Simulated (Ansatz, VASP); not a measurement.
**One calculation of Zr3O, two programs**

Contents of INCAR:

```
  ALGO = Fast
  EDIFF = 1E-6
  ENCUT = 520
  GGA = PS
  ISIF = 2
  ISMEAR = 0
  LASPH = T
  LCHARG = F
  LREAL = F
  LWAVE = F
  NBANDS = 52
  NELM = 100
  PREC = Accurate
  SIGMA = 0.15
```

File KPOINTS:

```
k-points
0
Gamma
  12 12 8
```

File POSCAR:

```
Zr3O
1.0
    5.1367206727      0.0000000000      0.0000000000
   -2.5683603364      4.4485305947      0.0000000000
    0.0000000000      0.0000000000      5.3621703820
Zr O
6 2
Direct
    0.3393912867      0.0000000000      0.0000000000
    0.3393912867      0.3393912867      0.5000000000
    0.0000000000      0.3393912867      0.0000000000
    0.6606087133      0.0000000000      0.5000000000
    0.6606087133      0.6606087133      0.0000000000
    0.0000000000      0.6606087133      0.5000000000
    0.3333333333      0.6666666667      0.2500000000
    0.6666666667      0.3333333333      0.7500000000
```

Input for Ansatz:

```yaml
crystal:
  lattice:
    - [5.1367206727, 0.0, 0.0]
    - [-2.5683603364, 4.4485305947, 0.0]
    - [0.0, 0.0, 5.362170382]
  atoms:
    - { symbol: Zr, position: [0.3393912867, 0.0, 0.0] }
    - { symbol: Zr, position: [0.3393912867, 0.3393912867, 0.5] }
    - { symbol: Zr, position: [0.0, 0.3393912867, 0.0] }
    - { symbol: Zr, position: [0.6606087133, 0.0, 0.5] }
    - { symbol: Zr, position: [0.6606087133, 0.6606087133, 0.0] }
    - { symbol: Zr, position: [0.0, 0.6606087133, 0.5] }
    - { symbol: O, position: [0.3333333333, 0.6666666667, 0.25] }
    - { symbol: O, position: [0.6666666667, 0.3333333333, 0.75] }
basis:
  ecutwfc: 420
kpoints:
  mp_grid: { grid: [12, 12, 8] }
hamiltonian:
  xc: pbesol
scf:
  occupations: { method: gaussian, width: 0.15 }
output:
  forces: true
  stress: true
  eigenvalues: true
  write_density: true
  write_potential: true
  elf: true
  volumetric_format: npy
```

Change from the starting cell: strain -0.080 along x and y, +0.040 along z, atoms carried along.

Alike in both runs: task single point; functional PBEsol; k mesh 12 × 12 × 8; occupations gaussian, width 0.15 eV; no spin polarisation.

|  | VASP | Ansatz |
| --- | --- | --- |
| version | VASP 6.6.1 | Ansatz 0.2.0 |
| potentials or method | VASP PAW PBE potentials, release 64 (Zr_sv, O), cutoff 520 eV | scalar-relativistic, plane waves, PAW |
| valence electrons in the cell | 84 | 84 |

```tsv
	VASP	Ansatz	Ansatz less VASP
gap on the k mesh at the Fermi level (eV)	none	none	-
pressure (GPa)	24.8	24.5	-0.34
traceless stress, the component that is largest in VASP (GPa)	-10.36	-10.37	-0.013
rms of the force components (eV/Å)	0.331	0.321	-0.0105
```

VASP's potentials were made for PBE, not for PBEsol. Atom by atom the forces differ by 0.011 eV/Å (rms over components). A gap of «none» marks a metal or a gap that the smearing closes.
